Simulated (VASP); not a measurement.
# LiCl (Fm-3m) in VASP: notebook

LiCl is run at these levels: PBE; tasks: single point.

All numbers are computed with VASP 6.6.1; they aren't measurements. Logs are shortened: lines on timing, memory, paths and dates and some standing lists are left out, and cuts for length are marked.

## 1. The cell of the first run

Symmetry: Fm-3m, No. 225, cubic system. Conventional cell: a = 5.112 Å, b = 5.112 Å, c = 5.112 Å, α = 90.00°, β = 90.00°, γ = 90.00°. Within 3.4 Å of Li (site symmetry m-3m) lie 6 Cl at 2.56 Å. Within 3.4 Å of Cl (site symmetry m-3m) lie 6 Li at 2.56 Å.

## 2. Single point, PBE

File INCAR:

```
PREC = Accurate
ENCUT = 750
EDIFF = 1E-6
ISMEAR = 1
SIGMA = 0.05
LREAL = False
LASPH = True
NELM = 120
ALGO = Normal
ISIF = 2
LWAVE = False
LCHARG = False
GGA = PE
NBANDS = 12
GGA_COMPAT = False
```

File KPOINTS:

```
regular mesh
0
Gamma
  6 6 6
```

File POSCAR:

```
LiCl
1.0
    0.0000000000      2.5560252063      2.5560252063
    2.5560252063      0.0000000000      2.5560252063
    2.5560252063      2.5560252063      0.0000000000
Li Cl
1 1
Direct
    0.0000000000      0.0000000000      0.0000000000
    0.5000000000      0.5000000000      0.5000000000
```

Potentials or basis: VASP PAW PBE potentials, release 64 (Li_sv, Cl).

Run with:

```bash
> cat potpaw_PBE.64/Li_sv/POTCAR potpaw_PBE.64/Cl/POTCAR > POTCAR
> mpirun -np 1 vasp_std > vasp.out
```

OUTCAR:

```text
PREC = Accurate
   ENCUT = 750
   EDIFF = 1E-6
   ISMEAR = 1
   LREAL = False
   LASPH = True
   NELM = 120
   ISIF = 2
   GGA = PE

 ion  position               nearest neighbor table
   1  0.000  0.000  0.000-   2 2.56   2 2.56   2 2.56   2 2.56   2 2.56   2 2.56
   2  0.500  0.500  0.500-   1 2.56   1 2.56   1 2.56   1 2.56   1 2.56   1 2.56

  LATTYP: Found a face centered cubic cell.
 ALAT       =     5.1120504126

  Lattice vectors:

 A1 = (   0.0000000000,   2.5560252063,   2.5560252063)
 A2 = (   2.5560252063,   0.0000000000,   2.5560252063)
 A3 = (   2.5560252063,   2.5560252063,   0.0000000000)

Analysis of symmetry for initial positions (statically):
=====================================================================
 Subroutine PRICEL returns:
 Original cell was already a primitive cell.

 Routine SETGRP: Setting up the symmetry group for a
 face centered cubic supercell.

 Subroutine GETGRP returns: Found 48 space group operations
 (whereof 48 operations were pure point group operations)
 out of a pool of 48 trial point group operations.

The static configuration has the point symmetry O_h .

Analysis of symmetry for dynamics (positions and initial velocities):
=====================================================================
 Subroutine PRICEL returns:
 Original cell was already a primitive cell.

 Routine SETGRP: Setting up the symmetry group for a
 face centered cubic supercell.

 Subroutine GETGRP returns: Found 48 space group operations
 (whereof 48 operations were pure point group operations)
 out of a pool of 48 trial point group operations.

The dynamic configuration has the point symmetry O_h .

 Subroutine INISYM returns: Found 48 space group operations
 (whereof 48 operations are pure point group operations),
 and found     1 'primitive' translations

----------------------------------------------------------------------------------------

                                     Primitive cell

  volume of cell :      33.3984

  direct lattice vectors                    reciprocal lattice vectors
     0.000000000  2.556025206  2.556025206    -0.195616224  0.195616224  0.195616224
     2.556025206  0.000000000  2.556025206     0.195616224 -0.195616224  0.195616224
     2.556025206  2.556025206  0.000000000     0.195616224  0.195616224 -0.195616224

  length of vectors
     3.614765513  3.614765513  3.614765513     0.338817239  0.338817239  0.338817239

  position of ions in fractional coordinates (direct lattice)
[... 78 lines left out ...]
   POTIM  = 0.5000    time-step for ionic-motion
   TEBEG  =    0.0;   TEEND  =   0.0 temperature during run
   PSTRESS=    0.0 pullay stress
   NELECT =      10.0000    total number of electrons
   NUPDOWN=      -1.0000    fix difference up-down
   EMIN   =  10.00;   EMAX   =-10.00  energy-range for DOS
   EFERMI =   0.00;   METHOD = LEGACY
   ISMEAR =     1;   SIGMA  =   0.05  broadening in eV -4-tet -1-fermi 0-gaus
   EFERMI_NEDOS =   21; number of points for ismear=-14 and -15
   IALGO  =     38    algorithm
   IMIX   =      4    mixing-type and parameters
     AMIX     =   0.40;   BMIX     =  1.00
     AMIX_MAG =   1.60;   BMIX_MAG =  1.00
  volume/ion in A,a.u.               =      16.70       112.69
  Fermi-wavevector in a.u.,A,eV,Ry     =   1.095216  2.069658 16.320156  1.199498
  Thomas-Fermi vector in A             =   2.231535
   LORBIT       =      0    0 simple, 1 ext, 2 COOP (PROOUT), +10 PAW based schemes
   GGA     = PE    functional components
   LHFCALC =     F    Hartree Fock is set to
   AEXX    =    0.0000 exact exchange contribution
   IVDW    =     0    specifies the selected vdW correction
   LEPSILON=     F    determine dielectric tensor
   LRPA    =     F    only Hartree local field effects (RPA)
 non-spin polarized calculation
 Methfessel and Paxton  Order N= 1 SIGMA  =   0.05
  energy-cutoff  :      750.00
  volume of cell :       33.40
 maximum number of plane-waves:      1588
   NGX = 17   NGY = 17   NGZ = 17

 number of electron      10.0000002 magnetization

 Free energy of the ion-electron system (eV)
  ---------------------------------------------------
  ext. energy  EPLUGINS =         0.00000000
  ---------------------------------------------------
  free energy    TOTEN  =        -7.38202980 eV

  energy without entropy =       -7.38242193  energy(sigma->0) =       -7.38216051

 E-fermi :   0.6764     XC(G=0):  -8.7749

 val. band max:        0.6558545249   @ k =   0.0000   0.0000   0.0000
 cond. band min:       7.0498557521   @ k =   0.0000   0.0000   0.0000
 fundamental gap:      6.3940012271
 Fermi energy:         0.6763782739

 k-point     1 :       0.0000    0.0000    0.0000
  band No.  band energies     occupation
      1     -42.8407      2.00000
      2     -12.7774      2.00000
      3       0.6559      1.63410
      4       0.6559      1.63410
      5       0.6559      1.63410
      6       7.0499      0.00000
      7      12.6033      0.00000
      8      12.6033      0.00000
      9      12.6033      0.00000
     10      15.2484      0.00000
     11      15.2498      0.00000
     12      15.2660      0.00000
[... 211 lines left out ...]
 k-point    16 :      -0.3333    0.5000    0.1667
  band No.  band energies     occupation
      1     -42.8370      2.00000
      2     -11.9489      2.00000
      3      -1.9129      2.00000
      4      -1.0249      2.00000
      5      -0.4315      2.00000
      6       9.4139      0.00000
      7      10.0717      0.00000
      8      12.0391      0.00000
      9      12.1492      0.00000
     10      15.6653      0.00000
     11      17.9434      0.00000
     12      19.3519      0.00000

------------------------ aborting loop because EDIFF is reached ----------------------------------------

  FORCE on cell =-STRESS in cart. coord.  units (eV):
  Direction    XX          YY          ZZ          XY          YZ          ZX
  --------------------------------------------------------------------------------------
  -------------------------------------------------------------------------------------
  Total        0.1379594      0.1379594      0.1379594      0.0000000      0.0000000      0.0000000
  in kB        6.6181500      6.6181500      6.6181500      0.0000000      0.0000000      0.0000000
  external PRESSURE =       6.6181500 kB  Pullay stress =       0.0000000 kB

 VOLUME and BASIS-vectors are now :
 -----------------------------------------------------------------------------
  energy-cutoff  :      750.00
  volume of cell :       33.40
      direct lattice vectors                 reciprocal lattice vectors
     0.000000000  2.556025206  2.556025206    -0.195616224  0.195616224  0.195616224
     2.556025206  0.000000000  2.556025206     0.195616224 -0.195616224  0.195616224
     2.556025206  2.556025206  0.000000000     0.195616224  0.195616224 -0.195616224

 POSITION                                       TOTAL-FORCE (eV/Angst)
 -----------------------------------------------------------------------------------
      0.00000      0.00000      0.00000        -0.000000      0.000000      0.000000
      2.55603      2.55603      2.55603         0.000000     -0.000000     -0.000000
 -----------------------------------------------------------------------------------
    total drift:                               -0.000000     -0.000000      0.000000

  FREE ENERGIE OF THE ION-ELECTRON SYSTEM (eV)
  ---------------------------------------------------
  free  energy   TOTEN  =        -7.3820297982 eV

  energy  without entropy=       -7.3824219296  energy(sigma->0) =       -7.38216051
```

OSZICAR:

```text
N       E                     dE             d eps       ncg     rms          rms(c)
DAV:   1     0.491232101147E+02    0.49123E+02   -0.49200E+03   384   0.989E+02
DAV:   2    -0.447535353010E+01   -0.53599E+02   -0.51169E+02   480   0.163E+02
DAV:   3    -0.737799369157E+01   -0.29026E+01   -0.28944E+01   480   0.396E+01
DAV:   4    -0.744518641301E+01   -0.67193E-01   -0.67164E-01   576   0.602E+00
DAV:   5    -0.744568828707E+01   -0.50187E-03   -0.50186E-03   472   0.483E-01    0.241E+00
DAV:   6    -0.737670366749E+01    0.68985E-01   -0.14987E-01   480   0.179E+00    0.171E+00
DAV:   7    -0.737801826503E+01   -0.13146E-02   -0.47911E-02   552   0.119E+00    0.923E-01
DAV:   8    -0.738200148863E+01   -0.39832E-02   -0.63970E-03   472   0.589E-01    0.154E-01
DAV:   9    -0.738196891090E+01    0.32578E-04   -0.18544E-04   476   0.996E-02    0.532E-02
DAV:  10    -0.738203307060E+01   -0.64160E-04   -0.10786E-04   432   0.706E-02    0.497E-02
DAV:  11    -0.738202979696E+01    0.32736E-05   -0.12771E-05   528   0.217E-02    0.200E-03
DAV:  12    -0.738202979822E+01   -0.12598E-08   -0.44902E-07   400   0.500E-03
   1 F= -.73820298E+01 E0= -.73821605E+01  d E =0.392131E-03
```

stdout:

```text
POSCAR found type information on POSCAR LiCl
 POSCAR found :  2 types and       2 ions
 scaLAPACK will be used
 LDA part: xc-table for (Slater+PW92), standard interpolation
 POSCAR, INCAR and KPOINTS ok, starting setup
 FFT: planning ... GRIDC
 FFT: planning ... GRID_SOFT
 FFT: planning ... GRID
 WAVECAR not read
 entering main loop
```

Wall time 18 s (1 thread of AMD EPYC 7R13, shared host); peak memory 0.17 GiB.

Results:

```
Free energy            : -7.3820 eV
Pressure               : 0.7 GPa
Band gap on the k mesh : 6.39 eV
```

A k mesh can miss the band edges. A hybrid or GW would open this gap; PBE tends to underestimate it.

## 3. Single point, PBE

File INCAR:

```
SYSTEM = LiCl
PREC     = Accurate       ! precision mode
ENCUT    = 750            ! plane-wave cutoff, eV
EDIFF    = 1E-6           ! SCF threshold, eV
ISMEAR   = 0              ! smearing method
SIGMA    = 0.2            ! smearing width, eV
LREAL    = .False.        ! projectors in reciprocal space
LASPH    = .True.         ! aspherical terms in the spheres
NELM     = 120            ! most SCF steps
ALGO     = Normal         ! electronic algorithm
ISIF     = 2              ! what is computed and relaxed
LWAVE    = .False.        ! write WAVECAR
LCHARG   = .False.        ! write CHGCAR
GGA      = PE             ! functional
NBANDS   = 12             ! bands
GGA_COMPAT= .False.
```

File KPOINTS:

```
regular mesh
0
Gamma
  6 6 6
  0 0 0
```

POSCAR is that of step 2.

Potentials or basis: VASP PAW PBE potentials, release 64 (Li_sv, Cl).

Run with:

```bash
> cat potpaw_PBE.64/Li_sv/POTCAR potpaw_PBE.64/Cl/POTCAR > POTCAR
> mpirun -np 1 vasp_std > vasp.out
```

It took 18 s on 1 thread of AMD EPYC 7R13, shared host; peak memory 0.17 GiB.

It converged, with:

```yaml
Free_energy: -7.3821 eV
Pressure: 0.7 GPa
Band_gap_on_the_k_mesh: 6.39 eV
```

Levels at points of the mesh, in eV from the valence-band top:
```tsv
k point	band 3	band 4	band 5	band 6	band 7	band 8
(0.00, 0.00, 0.00)	0.00	0.00	0.00	6.39	11.95	11.95
(0.50, 0.00, 0.00)	-2.85	-0.26	-0.26	6.77	9.51	9.51
(0.50, 0.50, 0.00)	-2.94	-1.12	-1.12	7.90	8.28	12.53
```

A k mesh can miss the band edges.
